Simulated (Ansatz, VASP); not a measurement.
**One calculation of Lu2Si2O, two programs**

```
Lu Si O
1.0
     3.00174    0.00000    0.00000
     0.00000    3.00174    0.00000
     0.00000    0.00000    9.22114
Lu Si O
2 2 1
Direct
  0.50000 0.50000 0.16760
  0.50000 0.50000 0.83240
  0.00000 0.00000 0.37266
  0.00000 0.00000 0.62734
  0.00000 0.00000 0.00000
```

Alike in both runs: functional PBE; k mesh 12 × 12 × 4; occupations gaussian, width 0.1 eV; no spin polarisation.

Ansatz relaxed the structure, and its values are those at the end. VASP's run is a single point on that final structure, the one shown.

```csv
,VASP,Ansatz
version,VASP 6.6.1,Ansatz 0.2.0
potentials or method,"VASP PAW PBE potentials, release 64 (Lu, Si, O), cutoff 520 eV","scalar-relativistic, plane waves, PAW"
valence electrons in the cell,64,64
```

|  | VASP | Ansatz | Ansatz less VASP |
| --- | --- | --- | --- |
| gap on the k mesh at the Fermi level (eV) | none | none | - |
| pressure (GPa) | 0.3 | 0.0 | -0.28 |
| rms of the force components (eV/Å) | 0.014 | 0.000 | -0.0135 |

A gap of «none» marks a metal or a gap that the smearing closes.

Neither program's run includes spin-orbit coupling.
